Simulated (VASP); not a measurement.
# Fe (Pm-3m) in VASP: further runs, part 2 of 2

VASP 6.6.1.

## 4. Single point, r2SCAN, collinear spin, ferromagnetic start (volume scaled by 1.12)

The input, POSCAR:

```
Fe
1.0
    2.5051771766      0.0000000000      0.0000000000
    0.0000000000      2.5051771766      0.0000000000
    0.0000000000      0.0000000000      2.5051771766
Fe
1
Direct
    0.0000000000      0.0000000000      0.0000000000
```

The input, INCAR.step1:

```
SYSTEM = Fe
ALGO = Normal
EDIFF = 1E-4
ENCUT = 520
GGA = PE
ISMEAR = -1
ISPIN = 2
LASPH = .TRUE.
LCHARG = .FALSE.
LMAXMIX = 4
LREAL = .FALSE.
LWAVE = .TRUE.
MAGMOM = 2.926
NBANDS = 14
NELM = 150
PREC = Accurate
SIGMA = 0.05
```

The input, INCAR.step2:

```
SYSTEM = Fe
ALGO = Normal
EDIFF = 1E-6
ENCUT = 520
ISIF = 2
ISMEAR = -1
ISPIN = 2
ISTART = 1
LASPH = .TRUE.
LCHARG = .FALSE.
LMAXMIX = 4
LMIXTAU = .TRUE.
LORBIT = 11
LREAL = .FALSE.
LWAVE = .FALSE.
MAGMOM = 2.926
METAGGA = R2SCAN
NBANDS = 14
NELM = 150
PREC = Accurate
SIGMA = 0.05
```

The input, KPOINTS:

```
k-points
0
G
  15 15 15
  0 0 0
```

Potentials or basis: VASP PAW PBE potentials, release 64 (Fe).

The run is started by

```sh
$ cat potpaw_PBE.64/Fe/POTCAR > POTCAR
$ cp INCAR.step1 INCAR
$ mpirun -np 1 vasp_std > vasp.out
$ cp INCAR.step2 INCAR
$ mpirun -np 1 vasp_std > vasp.out
```

OUTCAR:

```text
SYSTEM = Fe
   EDIFF = 1E-6
   ENCUT = 520
   ISIF = 2
   ISMEAR = -1
   ISPIN = 2
   ISTART = 1
   LASPH = .TRUE.
   LORBIT = 11
   LREAL = .FALSE.
   METAGGA = R2SCAN
   NELM = 150
   PREC = Accurate

 ion  position               nearest neighbor table
   1  0.000  0.000  0.000-

  LATTYP: Found a simple cubic cell.
 ALAT       =     2.5051771766

  Lattice vectors:

 A1 = (   2.5051771766,   0.0000000000,   0.0000000000)
 A2 = (   0.0000000000,   2.5051771766,   0.0000000000)
 A3 = (   0.0000000000,   0.0000000000,   2.5051771766)

Analysis of symmetry for initial positions (statically):
=====================================================================
 Subroutine PRICEL returns:
 Original cell was already a primitive cell.

 Routine SETGRP: Setting up the symmetry group for a
 simple cubic supercell.

 Subroutine GETGRP returns: Found 48 space group operations
 (whereof 48 operations were pure point group operations)
 out of a pool of 48 trial point group operations.

The static configuration has the point symmetry O_h .

Analysis of symmetry for dynamics (positions and initial velocities):
=====================================================================
 Subroutine PRICEL returns:
 Original cell was already a primitive cell.

 Routine SETGRP: Setting up the symmetry group for a
 simple cubic supercell.

 Subroutine GETGRP returns: Found 48 space group operations
 (whereof 48 operations were pure point group operations)
 out of a pool of 48 trial point group operations.

The dynamic configuration has the point symmetry O_h .

Analysis of structural, dynamic, and magnetic symmetry:
=====================================================================
 Subroutine PRICEL returns:
 Original cell was already a primitive cell.

 Routine SETGRP: Setting up the symmetry group for a
 simple cubic supercell.

 Subroutine GETGRP returns: Found 48 space group operations
 (whereof 48 operations were pure point group operations)
 out of a pool of 48 trial point group operations.
[... 151 lines left out ...]
 fundamental gap:      0.0136306595
 Fermi energy:         3.5297492158

 spin component 1

 k-point     1 :       0.0000    0.0000    0.0000
  band No.  band energies     occupation
      1      -4.0331      1.00000
      2      -0.7924      1.00000
      3      -0.7923      1.00000
      4       1.5310      1.00000
      5       1.5310      1.00000
      6       1.5310      1.00000
      7      20.5820      0.00000
      8      20.5820      0.00000
      9      20.5822      0.00000
     10      23.9112      0.00000
     11      23.9114      0.00000
     12      28.4180      0.00000
     13      40.4869      0.00000
     14      40.4869      0.00000
[... 379 lines left out ...]
      3       0.3902      1.00000
      4       0.8978      1.00000
      5       1.2951      1.00000
      6       1.7337      1.00000
      7      10.2268      0.00000
      8      17.0427      0.00000
      9      24.6825      0.00000
     10      25.4097      0.00000
     11      26.6084      0.00000
     12      33.3591      0.00000
     13      33.9460      0.00000
     14      35.9092      0.00000

 [... further k-points ...]

 spin component 2

 k-point     1 :       0.0000    0.0000    0.0000
  band No.  band energies     occupation
      1      -4.1662      1.00000
      2       1.5815      1.00000
      3       1.5817      1.00000
      4       6.6926      0.00000
      5       6.6945      0.00000
      6       6.6946      0.00000
      7      22.1591      0.00000
      8      22.1601      0.00000
      9      22.1602      0.00000
     10      24.8222      0.00000
     11      24.8260      0.00000
     12      28.3180      0.00000
     13      42.0988      0.00000
     14      42.0988      0.00000
[... 379 lines left out ...]
      3       2.9402      0.99999
      4       5.3563      0.00000
      5       5.8323      0.00000
      6       6.3746      0.00000
      7      11.6096      0.00000
      8      18.2115      0.00000
      9      26.0135      0.00000
     10      26.9309      0.00000
     11      27.3245      0.00000
     12      34.2295      0.00000
     13      35.9695      0.00000
     14      37.2083      0.00000

 [... further k-points ...]
[... 5 lines left out ...]
  --------------------------------------------------------------------------------------
  -------------------------------------------------------------------------------------
  Total       -1.0075257     -1.0075257     -1.0075257      0.0000000      0.0000000     -0.0000000
  in kB     -102.6718452   -102.6718452   -102.6718452      0.0000000      0.0000000     -0.0000000
  external PRESSURE =    -102.6718452 kB  Pullay stress =       0.0000000 kB

 VOLUME and BASIS-vectors are now :
 -----------------------------------------------------------------------------
  energy-cutoff  :      520.00
  volume of cell :       15.72
      direct lattice vectors                 reciprocal lattice vectors
     2.505177177  0.000000000  0.000000000     0.399173364  0.000000000  0.000000000
     0.000000000  2.505177177  0.000000000     0.000000000  0.399173364  0.000000000
     0.000000000  0.000000000  2.505177177     0.000000000  0.000000000  0.399173364

 POSITION                                       TOTAL-FORCE (eV/Angst)
 -----------------------------------------------------------------------------------
      0.00000      0.00000      0.00000         0.000000      0.000000      0.000000
 -----------------------------------------------------------------------------------
    total drift:                               -0.000000      0.000000      0.000000

  FREE ENERGIE OF THE ION-ELECTRON SYSTEM (eV)
  ---------------------------------------------------
  free  energy   TOTEN  =       -13.5356018763 eV

  energy  without entropy=      -13.5263918446  energy(sigma->0) =      -13.53099686

 total charge

# of ion       s       p       d       tot
------------------------------------------
    1        0.455   0.357   6.116   6.928

 magnetization (x)

# of ion       s       p       d       tot
------------------------------------------
    1        0.011  -0.019   3.031   3.023
```

OUTCAR.step1:

```text
SYSTEM = Fe
   EDIFF = 1E-4
   ENCUT = 520
   GGA = PE
   ISMEAR = -1
   ISPIN = 2
   LASPH = .TRUE.
[... 1053 lines left out ...]
 -----------------------------------------------------------------------------------
      0.00000      0.00000      0.00000         0.000000      0.000000      0.000000
 -----------------------------------------------------------------------------------
    total drift:                                0.000000      0.000000      0.000000

  FREE ENERGIE OF THE ION-ELECTRON SYSTEM (eV)
  ---------------------------------------------------
  free  energy   TOTEN  =        -7.3686727310 eV

  energy  without entropy=       -7.3589380987  energy(sigma->0) =       -7.36380541
```

Run time: 92 s. Hardware: 1 thread of Intel Xeon Platinum 8488C (Sapphire Rapids), shared host; peak memory 0.16 GiB.

What came out:

| Quantity | Value |
| --- | --- |
| Free energy | -13.5356 eV |
| Pressure | -10.3 GPa |
| Net moment | 2.99 μB per cell |
| Site moments | Fe +3.02 μB |
| Valence electrons inside the program's atomic spheres | Fe 6.93 |

Caveat: the cell differs from its parent crystal (volume scaled by 1.12); the PAW data sets were made with another functional, which shifts forces and pressure a little.

## 5. Single point, r2SCAN

This run uses another cell than the first one, of 11.23 Å³/atom, 0.769 times its volume.

The input, POSCAR:

```
Fe
1.0
    2.2391755298      0.0000000000      0.0000000000
    0.0000000000      2.2391755298      0.0000000000
    0.0000000000      0.0000000000      2.2391755298
Fe
1
Direct
    0.0000000000      0.0000000000      0.0000000000
```

The input, INCAR.step1:

```
SYSTEM = Fe
PREC = Accurate
ENCUT = 520
ISMEAR = -1
SIGMA = 0.1
LREAL = .FALSE.
LASPH = .TRUE.
NELM = 100
NBANDS = 10
GGA = PE
ALGO = Normal
EDIFF = 1E-4
LWAVE = .TRUE.
LCHARG = .FALSE.
```

The input, INCAR.step2:

```
SYSTEM = Fe
PREC = Accurate
ENCUT = 520
EDIFF = 1E-6
ISMEAR = -1
SIGMA = 0.1
LREAL = .FALSE.
LASPH = .TRUE.
NELM = 100
ALGO = Normal
ISIF = 2
LWAVE = .FALSE.
LCHARG = .FALSE.
METAGGA = R2SCAN
LMIXTAU = .TRUE.
NBANDS = 10
ISTART = 1
```

The input, KPOINTS:

```
Automatic mesh
0
G
  13 13 13
  0 0 0
```

The run is started by

```sh
$ cat potpaw_PBE.64/Fe/POTCAR > POTCAR
$ cp INCAR.step1 INCAR
$ mpirun -np 1 vasp_std > vasp.out
$ cp INCAR.step2 INCAR
$ mpirun -np 1 vasp_std > vasp.out
```

Wall time 14 s (1 thread of Intel Xeon 6975P-C (Granite Rapids), shared host); peak memory 0.12 GiB.

Results (log left out):

```
Free energy            : -12.6554 eV
Pressure               : 0.2 GPa
Band gap on the k mesh : zero (band 4 reaches 8.19 eV, above the bottom of band 5 at 5.50 eV)
```

Levels at points of the mesh, in eV from the Fermi level:
```tsv
k point	band 1	band 2	band 3	band 4	band 5	band 6	band 7	band 8	band 9
(0.00, 0.00, 0.00)	-8.94	-4.25	-4.25	1.07	1.07	1.07	22.36	22.36	22.36
```

Caveat: the PAW data sets were made with another functional, which shifts forces and pressure a little; the run has no spin polarisation, though such a crystal can be magnetic. Spin polarisation is off, so any magnetic state and its effect on volume and gap are missing.

## 6. Single point, r2SCAN (volume scaled by 0.88)

The input, POSCAR:

```
Fe
1.0
    2.1457660194      0.0000000000      0.0000000000
    0.0000000000      2.1457660194      0.0000000000
    0.0000000000      0.0000000000      2.1457660194
Fe
1
Direct
    0.0000000000      0.0000000000      0.0000000000
```

The input, INCAR.step1:

```
PREC     = Accurate       # precision mode
ENCUT    = 520            # plane-wave cutoff, eV
ISMEAR   = -1             # smearing method
SIGMA    = 0.1            # smearing width, eV
LREAL    = False          # projectors in reciprocal space
LASPH    = True           # aspherical terms in the spheres
NELM     = 80             # most SCF steps
NBANDS   = 10             # bands
GGA      = PE             # functional
ALGO     = Normal         # electronic algorithm
EDIFF    = 1E-4           # SCF threshold, eV
LWAVE    = True           # write WAVECAR
LCHARG   = False          # write CHGCAR
```

The input, INCAR.step2:

```
PREC     = Accurate       # precision mode
ENCUT    = 520            # plane-wave cutoff, eV
EDIFF    = 1E-7           # SCF threshold, eV
ISMEAR   = -1             # smearing method
SIGMA    = 0.1            # smearing width, eV
LREAL    = False          # projectors in reciprocal space
LASPH    = True           # aspherical terms in the spheres
NELM     = 80             # most SCF steps
ALGO     = Normal         # electronic algorithm
ISIF     = 2              # what is computed and relaxed
LWAVE    = False          # write WAVECAR
LCHARG   = False          # write CHGCAR
METAGGA  = R2SCAN         # meta-GGA
LMIXTAU  = True         
NBANDS   = 10             # bands
ISTART   = 1
```

The input, KPOINTS:

```
regular mesh
0
Gamma
  16 16 16
```

Potentials or basis: VASP PAW PBE potentials, release 64 (Fe).

The run is started by

```sh
$ cat potpaw_PBE.64/Fe/POTCAR > POTCAR
$ cp INCAR.step1 INCAR
$ mpirun -np 1 vasp_std > vasp.out
$ cp INCAR.step2 INCAR
$ mpirun -np 1 vasp_std > vasp.out
```

It took 13 s on 1 thread of Intel Xeon 6975P-C (Granite Rapids), shared host; peak memory 0.13 GiB.

Results (log left out):

| Property | Result |
| --- | --- |
| Free energy | -12.5076 eV |
| Pressure | 39.5 GPa |
| Band gap on the k mesh | zero (band 4 reaches 10.29 eV, above the bottom of band 5 at 6.70 eV) |

Levels at points of the mesh, in eV from the Fermi level:
| k point | band 1 | band 2 | band 3 | band 4 | band 5 | band 6 | band 7 | band 8 |
| --- | --- | --- | --- | --- | --- | --- | --- | --- |
| (0.00, 0.00, 0.00) | -9.75 | -5.03 | -5.03 | 1.28 | 1.28 | 1.28 | 24.18 | 24.18 |
| (0.50, 0.00, 0.00) | -4.70 | -4.18 | -1.72 | -0.81 | -0.81 | 1.46 | 7.31 | 26.76 |
| (0.50, 0.50, 0.00) | -6.45 | -3.29 | -0.37 | -0.37 | 2.56 | 6.90 | 6.90 | 14.05 |
| (0.50, 0.50, 0.50) | -4.60 | -4.60 | -4.60 | 2.68 | 2.68 | 13.74 | 16.64 | 16.64 |

Caveat: the cell differs from its parent crystal (volume scaled by 0.88); the PAW data sets were made with another functional, which shifts forces and pressure a little; the run has no spin polarisation, though such a crystal can be magnetic.

## 7. The runs side by side

```tsv
spin	cell	k mesh	smearing	gap on the mesh (eV)	pressure (GPa)	moment (μB)
collinear, ferromagnetic start	a = 2.444 Å, 1 atom	15 × 15 × 15	fermi-dirac 0.05 eV	none	-4.1	2.95
collinear, ferromagnetic start	a = 2.475 Å, 1 atom	15 × 15 × 15	fermi-dirac 0.05 eV	none	-7.5	2.97
collinear, ferromagnetic start	a = 2.505 Å, 1 atom	15 × 15 × 15	fermi-dirac 0.05 eV	none	-10.3	2.99
off	a = 2.239 Å, 1 atom	13 × 13 × 13	fermi-dirac 0.1 eV	none	0.2	-
off	a = 2.146 Å, 1 atom	16 × 16 × 16	fermi-dirac 0.1 eV	none	39.5	-
```

Alike in all rows: task single point; level r2SCAN; potentials or basis VASP PAW PBE potentials, release 64 (Fe); cutoff (eV) 520.

Caveats: the PAW data sets were made with another functional, which shifts forces and pressure a little.

Absolute energies hang on the potentials; compare differences alone.
